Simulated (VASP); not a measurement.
# CaB6 (Pm-3m) in VASP: notebook, part 2 of 2

VASP 6.6.1. Earlier steps stand in the parts before.

### Step 4. Relaxation of cell and atoms, PBEsol

This run uses another cell than the first one, of 10.01 Å³/atom.

Input file INCAR:

```
SYSTEM = CaB6
PREC = Accurate
ENCUT = 600
EDIFF = 1E-7
ISMEAR = 0
SIGMA = 0.01
LREAL = .False.
LASPH = .True.
NELM = 80
ALGO = Normal
ISIF = 3
LWAVE = .False.
LCHARG = .False.
GGA = PS
IBRION = 2
NSW = 100
EDIFFG = -0.005
```

Input file KPOINTS:

```
Automatic mesh
0
Gamma
  10 10 10
  0 0 0
```

Input file POSCAR:

```
CaB6
1.0
    4.1233247180      0.0000000000      0.0000000000
    0.0000000000      4.1233247180      0.0000000000
    0.0000000000      0.0000000000      4.1233247180
Ca B
1 6
Direct
    0.5000000000      0.5000000000      0.5000000000
    0.0000000000      0.0000000000      0.2986478305
    0.0000000000      0.0000000000      0.7013521695
    0.2986478305      0.0000000000      0.0000000000
    0.7013521695      0.0000000000      0.0000000000
    0.0000000000      0.2986478305      0.0000000000
    0.0000000000      0.7013521695      0.0000000000
```

Potentials or basis: VASP PAW PBE potentials, release 64 (Ca_sv, B).

Started as:

```bash
> cat potpaw_PBE.64/Ca_sv/POTCAR potpaw_PBE.64/B/POTCAR > POTCAR
> mpirun -np 1 vasp_std > vasp.out
```

OUTCAR:

```text
SYSTEM = CaB6
   PREC = Accurate
   ENCUT = 600
   EDIFF = 1E-7
   ISMEAR = 0
   LREAL = .False.
   LASPH = .True.
   NELM = 80
   ISIF = 3
   GGA = PS
   IBRION = 2
   NSW = 100
   EDIFFG = -0.005

 ion  position               nearest neighbor table
   1  0.500  0.500  0.500-
   2  0.000  0.000  0.299-   3 1.66   4 1.74   5 1.74   6 1.74   7 1.74
   3  0.000  0.000  0.701-   2 1.66   4 1.74   5 1.74   6 1.74   7 1.74
   4  0.299  0.000  0.000-   5 1.66   3 1.74   2 1.74   6 1.74   7 1.74
   5  0.701  0.000  0.000-   4 1.66   3 1.74   2 1.74   6 1.74   7 1.74
   6  0.000  0.299  0.000-   7 1.66   3 1.74   4 1.74   5 1.74   2 1.74
   7  0.000  0.701  0.000-   6 1.66   3 1.74   4 1.74   5 1.74   2 1.74

  LATTYP: Found a simple cubic cell.
 ALAT       =     4.1233247180

  Lattice vectors:

 A1 = (   4.1233247180,   0.0000000000,   0.0000000000)
 A2 = (   0.0000000000,   4.1233247180,   0.0000000000)
 A3 = (   0.0000000000,   0.0000000000,   4.1233247180)

Analysis of symmetry for initial positions (statically):
=====================================================================
 Subroutine PRICEL returns:
 Original cell was already a primitive cell.

 Routine SETGRP: Setting up the symmetry group for a
 simple cubic supercell.

 Subroutine GETGRP returns: Found 48 space group operations
 (whereof 48 operations were pure point group operations)
 out of a pool of 48 trial point group operations.

The static configuration has the point symmetry O_h .

Analysis of symmetry for dynamics (positions and initial velocities):
=====================================================================
 Subroutine PRICEL returns:
 Original cell was already a primitive cell.

 Routine SETGRP: Setting up the symmetry group for a
 simple cubic supercell.

 Subroutine GETGRP returns: Found 48 space group operations
 (whereof 48 operations were pure point group operations)
 out of a pool of 48 trial point group operations.

The dynamic configuration has the point symmetry O_h .

 Subroutine INISYM returns: Found 48 space group operations
 (whereof 48 operations are pure point group operations),
 and found     1 'primitive' translations

----------------------------------------------------------------------------------------

                                     Primitive cell

  volume of cell :      70.1040

  direct lattice vectors                    reciprocal lattice vectors
     4.123324718  0.000000000  0.000000000     0.242522738  0.000000000  0.000000000
     0.000000000  4.123324718  0.000000000     0.000000000  0.242522738  0.000000000
     0.000000000  0.000000000  4.123324718     0.000000000  0.000000000  0.242522738

  length of vectors
     4.123324718  4.123324718  4.123324718     0.242522738  0.242522738  0.242522738

  position of ions in fractional coordinates (direct lattice)
     0.500000000  0.500000000  0.500000000
     0.000000000  0.000000000  0.298647831
     0.000000000  0.000000000  0.701352169
     0.298647831  0.000000000  0.000000000
     0.701352169  0.000000000  0.000000000
     0.000000000  0.298647831  0.000000000
     0.000000000  0.701352169  0.000000000

[... 61 lines left out ...]
  0.300000  0.100000  0.100000     24.000000
 [... further k-points ...]
   k-points           NKPTS =     56   k-points in BZ     NKDIM =     56   number of bands    NBANDS=     18
   number of dos      NEDOS =    301   number of ions     NIONS =      7
   total plane-waves  NPLWV =  46656
   dimension x,y,z NGX =    36 NGY =   36 NGZ =   36
   dimension x,y,z NGXF=    72 NGYF=   72 NGZF=   72
   ions per type =               1   6
   NGX,Y,Z   is equivalent  to a cutoff of  14.51, 14.51, 14.51 a.u.
   NGXF,Y,Z  is equivalent  to a cutoff of  29.03, 29.03, 29.03 a.u.
 SYSTEM =  CaB6
   PREC   = accura    normal or accurate (medium, high low for compatibility)
   ISTART =      0    job   : 0-new  1-cont  2-samecut
   ICHARG =      2    charge: 1-file 2-atom 10-const
   ISPIN  =      1    spin polarized calculation?
   LNONCOLLINEAR =      F non collinear calculations
   LSORBIT =      F    spin-orbit coupling
   LASPH  =      T    aspherical Exc in radial PAW
   ENCUT  =  600.0 eV  44.10 Ry    6.64 a.u.   8.24  8.24  8.24*2*pi/ulx,y,z
   NELM   =     80;   NELMIN=  2; NELMDL= -5     # of ELM steps
   EDIFF  = 0.1E-06   stopping-criterion for ELM
   LREAL  =      F    real-space projection
   EDIFFG = -.5E-02   stopping-criterion for IOM
   NSW    =    100    number of steps for IOM
   IBRION =      2    ionic relax: 0-MD 1-quasi-New 2-CG
   NFREE  =      1    steps in history (QN), initial steepest desc. (CG)
   ISIF   =      3    stress and relaxation
   ISYM   =      2    0-nonsym 1-usesym 2-fastsym
   POTIM  = 0.5000    time-step for ionic-motion
   TEBEG  =    0.0;   TEEND  =   0.0 temperature during run
   PSTRESS=    0.0 pullay stress
   NELECT =      28.0000    total number of electrons
   NUPDOWN=      -1.0000    fix difference up-down
   EMIN   =  10.00;   EMAX   =-10.00  energy-range for DOS
   EFERMI =   0.00;   METHOD = LEGACY
   ISMEAR =     0;   SIGMA  =   0.01  broadening in eV -4-tet -1-fermi 0-gaus
   EFERMI_NEDOS =   21; number of points for ismear=-14 and -15
   IALGO  =     38    algorithm
   IMIX   =      4    mixing-type and parameters
     AMIX     =   0.40;   BMIX     =  1.00
     AMIX_MAG =   1.60;   BMIX_MAG =  1.00
  volume/ion in A,a.u.               =      10.01        67.58
  Fermi-wavevector in a.u.,A,eV,Ry     =   1.205628  2.278306 19.776595  1.453539
  Thomas-Fermi vector in A             =   2.341319
   LORBIT       =      0    0 simple, 1 ext, 2 COOP (PROOUT), +10 PAW based schemes
   GGA     = PS    functional components
   LHFCALC =     F    Hartree Fock is set to
   AEXX    =    0.0000 exact exchange contribution
   IVDW    =     0    specifies the selected vdW correction
   LEPSILON=     F    determine dielectric tensor
   LRPA    =     F    only Hartree local field effects (RPA)
 conjugate gradient relaxation of ions
 non-spin polarized calculation
 Gauss-broadening in eV      SIGMA  =   0.01
  energy-cutoff  :      600.00
  volume of cell :       70.10
 maximum number of plane-waves:      2367
 NGX is ok and might be reduce to    36
   NGX = 17   NGY = 17   NGZ = 17

--------------------------------------- Ionic step        1  -------------------------------------------

 number of electron      28.0000000 magnetization

 Free energy of the ion-electron system (eV)
  ---------------------------------------------------
  ext. energy  EPLUGINS =         0.00000000
  ---------------------------------------------------
  free energy    TOTEN  =       -47.11073245 eV

  energy without entropy =      -47.11073245  energy(sigma->0) =      -47.11073245

------------------------ aborting loop because EDIFF is reached ----------------------------------------

  FORCE on cell =-STRESS in cart. coord.  units (eV):
  Direction    XX          YY          ZZ          XY          YZ          ZX
  --------------------------------------------------------------------------------------
  -------------------------------------------------------------------------------------
  Total        0.2978279      0.2978279      0.2978279     -0.0000000     -0.0000000      0.0000000
  in kB        6.8066495      6.8066495      6.8066495     -0.0000000     -0.0000000      0.0000000
  external PRESSURE =       6.8066495 kB  Pullay stress =       0.0000000 kB
[... 69 lines left out ...]
--------------------------------------- Ionic step        3  -------------------------------------------

 number of electron      28.0000001 magnetization

 Free energy of the ion-electron system (eV)
  ---------------------------------------------------
  ext. energy  EPLUGINS =         0.00000000
  ---------------------------------------------------
  free energy    TOTEN  =       -47.11141799 eV

  energy without entropy =      -47.11141771  energy(sigma->0) =      -47.11141785

 E-fermi :   4.6674     XC(G=0): -10.7554

 val. band max:        4.6439471493   @ k =   0.4000   0.0000   0.0000
 cond. band min:       4.6909109482   @ k =   0.4000   0.0000   0.0000
 fundamental gap:      0.0469637989
 Fermi energy:         4.6674290542

 k-point     1 :       0.0000    0.0000    0.0000
  band No.  band energies     occupation
      1     -36.2067      2.00000
      2     -17.2768      2.00000
      3     -17.2768      2.00000
      4     -17.2768      2.00000
      5      -9.8450      2.00000
      6      -2.3016      2.00000
[... 481 lines left out ...]
      5      -9.5461      2.00000
      6      -4.1687      2.00000
[... 10 lines left out ...]
     17       8.2310      0.00000
     18       8.6748      0.00000

 [... further k-points ...]

------------------------ aborting loop because EDIFF is reached ----------------------------------------

  FORCE on cell =-STRESS in cart. coord.  units (eV):
  Direction    XX          YY          ZZ          XY          YZ          ZX
  --------------------------------------------------------------------------------------
  -------------------------------------------------------------------------------------
  Total       -0.0004923     -0.0004923     -0.0004923      0.0000000      0.0000000     -0.0000000
  in kB       -0.0112020     -0.0112020     -0.0112020      0.0000000      0.0000000     -0.0000000
  external PRESSURE =      -0.0112020 kB  Pullay stress =       0.0000000 kB
[... 22 lines left out ...]
  FREE ENERGIE OF THE ION-ELECTRON SYSTEM (eV)
  ---------------------------------------------------
  free  energy   TOTEN  =       -47.1114179856 eV

  energy  without entropy=      -47.1114177128  energy(sigma->0) =      -47.11141785

 reached required accuracy - stopping structural energy minimisation
```

Run time: 90 s. Hardware: 1 thread of Intel Xeon 6975P-C (Granite Rapids), shared host; peak memory 0.25 GiB.

What came out:

- Free energy: -47.1114 eV
- Relaxed volume: 10.06 Å³/atom
- Relaxed cell: a = 4.129 Å, b = 4.129 Å, c = 4.129 Å, α = 90.00°, β = 90.00°, γ = 90.00°
- Space group after relaxing (to 0.1 Å): Pm-3m (No. 221)
- Energy gained by relaxing: 0.1 meV/atom
- Ionic steps: 3
- Pressure after relaxing: 0.0 GPa
- Band gap on the k mesh: 0.05 eV

The path:
```csv
step,energy change (eV),largest force (eV/Å),pressure (GPa),volume (Å³)
1,0.0000,0.0143,0.68,70.10
2,-0.0006,0.0024,-0.25,70.54
3,-0.0007,0.0020,0.00,70.42
```

Final structure:
```yaml
crystal:
  lattice:
    - [4.12949, 0.00000, 0.00000]
    - [0.00000, 4.12949, 0.00000]
    - [0.00000, 0.00000, 4.12949]
  atoms:
    - { symbol: Ca, position: [0.50000, 0.50000, 0.50000] }
    - { symbol: B, position: [0.00000, 0.00000, 0.29853] }
    - { symbol: B, position: [0.00000, 0.00000, 0.70147] }
    - { symbol: B, position: [0.29853, 0.00000, 0.00000] }
    - { symbol: B, position: [0.70147, 0.00000, 0.00000] }
    - { symbol: B, position: [0.00000, 0.29853, 0.00000] }
    - { symbol: B, position: [0.00000, 0.70147, 0.00000] }
```

Levels at points of the mesh, in eV from the valence-band top:
```
           k point  band 10  band 11  band 12  band 13  band 14  band 15  band 16  band 17  band 18
(0.00, 0.00, 0.00)    -5.28    -5.28    -0.31    -0.31    -0.31     2.83     2.83     2.83     3.38
(0.50, 0.00, 0.00)    -4.86    -2.40    -2.40    -1.76    -0.17     0.09     3.23     3.23     3.85
(0.50, 0.50, 0.00)    -5.03    -2.73    -2.73    -1.46    -1.46     3.04     3.04     4.10     4.44
(0.50, 0.50, 0.50)    -4.41    -4.41    -1.06    -1.06    -1.06     4.20     4.83     4.83     4.94
```

Caveat: the PAW data sets were made with another functional, which shifts forces and pressure a little. A k mesh can miss the band edges.

### Step 5. Relaxation of cell and atoms, PBEsol

Input file INCAR:

```
ALGO = Normal ; EDIFF = 1E-6
EDIFFG = -0.005 ; ENCUT = 600
GGA = PS ; IBRION = 2
ISIF = 3 ; ISMEAR = 0
LASPH = True ; LCHARG = False
LREAL = False ; LWAVE = False
NELM = 60 ; NSW = 100
PREC = Accurate ; SIGMA = 0.1
```

Input file KPOINTS:

```
k-points
0
Gamma
  10 10 10
```

Input file POSCAR:

```
CaB6
1.0
    4.1270411960      0.0000000000      0.0000000000
    0.0000000000      4.1270411960      0.0000000000
    0.0000000000      0.0000000000      4.1270411960
Ca B
1 6
Direct
    0.5000000000      0.5000000000      0.5000000000
    0.0000000000      0.0000000000      0.2984355077
    0.0000000000      0.0000000000      0.7015644923
    0.2984355077      0.0000000000      0.0000000000
    0.7015644923      0.0000000000      0.0000000000
    0.0000000000      0.2984355077      0.0000000000
    0.0000000000      0.7015644923      0.0000000000
```

Started as:

```bash
> cat potpaw_PBE.64/Ca_sv/POTCAR potpaw_PBE.64/B/POTCAR > POTCAR
> mpirun -np 1 vasp_std > vasp.out
```

Run time: 98 s. Hardware: 1 thread of Intel Xeon 6975P-C (Granite Rapids), shared host; peak memory 0.26 GiB.

It converged, with:

| Quantity | Value |
| --- | --- |
| Free energy | -47.1120 eV |
| Relaxed volume | 10.06 Å³/atom |
| Relaxed cell | a = 4.130 Å, b = 4.130 Å, c = 4.130 Å, α = 90.00°, β = 90.00°, γ = 90.00° |
| Space group after relaxing (to 0.1 Å) | Pm-3m (No. 221) |
| Energy gained by relaxing | 0.0 meV/atom |
| Ionic steps | 5 |
| Pressure after relaxing | 0.0 GPa |
| Band gap on the k mesh | 0.05 eV |

The path:
```tsv
step	energy change (eV)	largest force (eV/Å)	pressure (GPa)	volume (Å³)
1	0.0000	0.0195	0.32	70.29
2	0.0000	0.0568	-0.21	70.50
3	-0.0001	0.0161	0.07	70.39
4	-0.0001	0.0144	-0.05	70.46
5	-0.0001	0.0003	0.00	70.43
```

Final structure:
```cif
data_structure
_symmetry_space_group_name_H-M 'P 1'
_symmetry_Int_Tables_number 1
_cell_length_a 4.1297
_cell_length_b 4.1297
_cell_length_c 4.1297
_cell_angle_alpha 90.000
_cell_angle_beta 90.000
_cell_angle_gamma 90.000
_cell_volume 70.43
loop_
_atom_site_label
_atom_site_type_symbol
_atom_site_fract_x
_atom_site_fract_y
_atom_site_fract_z
_atom_site_occupancy
Ca1 Ca 0.50000 0.50000 0.50000 1
B1 B 0.00000 0.00000 0.29847 1
B2 B 0.00000 0.00000 0.70153 1
B3 B 0.29847 0.00000 0.00000 1
B4 B 0.70153 0.00000 0.00000 1
B5 B 0.00000 0.29847 0.00000 1
B6 B 0.00000 0.70153 0.00000 1
```

Levels at points of the mesh, in eV from the valence-band top:
```tsv
k point	band 10	band 11	band 12	band 13	band 14	band 15	band 16	band 17	band 18
(0.00, 0.00, 0.00)	-5.28	-5.28	-0.31	-0.31	-0.31	2.83	2.83	2.83	3.37
(0.50, 0.00, 0.00)	-4.86	-2.40	-2.40	-1.76	-0.17	0.09	3.23	3.23	3.85
(0.50, 0.50, 0.00)	-5.03	-2.73	-2.73	-1.46	-1.46	3.04	3.04	4.09	4.44
(0.50, 0.50, 0.50)	-4.41	-4.41	-1.06	-1.06	-1.06	4.19	4.83	4.83	4.93
```

Caveat: the PAW data sets were made with another functional, which shifts forces and pressure a little. A k mesh can miss the band edges.

### Step 6. Overview

```tsv
task	cell	k mesh	cutoff (eV)	smearing	gap on the mesh (eV)	pressure (GPa)	relaxed volume (Å³/atom)	largest force (eV/Å)
single point	a = 4.127 Å, 7 atoms, atomic positions A	10 × 10 × 10	520	gaussian 0.1 eV	0.04	0.3	-	0.03
relaxation of cell and atoms	relaxed from a = 4.145 Å, 7 atoms, atomic positions B	6 × 6 × 6	600	gaussian 0.1 eV	0.12	0.3	10.03	0.02
relaxation of cell and atoms	relaxed from a = 4.123 Å, 7 atoms, atomic positions C	10 × 10 × 10	600	gaussian 0.01 eV	0.05	0.0	10.06	-
relaxation of cell and atoms	relaxed from a = 4.127 Å, 7 atoms, atomic positions A	10 × 10 × 10	600	gaussian 0.1 eV	0.05	0.0	10.06	-
```

Alike in all rows: level PBEsol; potentials or basis VASP PAW PBE potentials, release 64 (Ca_sv, B); no spin polarisation.

Caveats: the PAW data sets were made with another functional, which shifts forces and pressure a little; the relaxation stopped at a loose force limit of 0.05 eV/Å, so its end isn't a converged minimum (at least some runs).

Total energies depend on the potentials used, so only differences within one code and one set of settings carry meaning.
